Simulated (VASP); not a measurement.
Set up this calculation in VASP 6.6.1, as the native input.

- Task: single point
- Functional: PBE
- Potentials or basis: VASP PAW PBE potentials, release 64 (In_d, Sb)
- Cutoff: 520 eV
- k mesh: 4 × 4 × 4
- Occupations: gaussian, width 0.1 eV
- Spin: no spin polarisation
- Dipole correction: no
- Further INCAR settings: ALGO = Normal; EDIFF = 1e-06; NBANDS = 26

The structure of InSb lies in POSCAR:

```
InSb
1.0
    4.6173539264      0.0000000000      0.0000000000
    0.0000000000      4.6173539264      0.0000000000
    0.0000000000      0.0000000000      5.3400954604
In Sb
2 2
Direct
    0.5000000000      0.0000000000      0.9947248663
    0.0000000000      0.5000000000      0.0052751337
    0.5000000000      0.5000000000      0.5000000000
    0.0000000000      0.0000000000      0.5000000000
```

These files were run (other wordings do the same):

INCAR

```
SYSTEM = InSb
PREC = Accurate
ENCUT = 520
EDIFF = 1E-6
ISMEAR = 0
SIGMA = 0.1
LREAL = .FALSE.
LASPH = .TRUE.
NELM = 100
ALGO = Normal
ISIF = 2
LWAVE = .FALSE.
LCHARG = .FALSE.
GGA = PE
NBANDS = 26
```

KPOINTS

```
Automatic mesh
0
G
  4 4 4
  0 0 0
```

Potentials or basis: VASP PAW PBE potentials, release 64 (In_d, Sb).

Launch:

```sh
$ cat potpaw_PBE.64/In_d/POTCAR potpaw_PBE.64/Sb/POTCAR > POTCAR
$ mpirun -np 1 vasp_std > vasp.out
```

Results of the run:

* Pressure: -0.4 GPa
* Largest force: 0.007 eV/Å
* Band gap on the k mesh: zero (band 18 reaches 7.89 eV, above the bottom of band 19 at 6.15 eV)

Caveat: spin-orbit coupling is left out, which moves the levels of the heavy elements.

Wall time 35 s on 1 thread of Intel(R) Xeon(R) Platinum 8259CL CPU @ 2.50GHz (Skylake/Cascade Lake), on a shared host, peak memory 0.23 GiB.
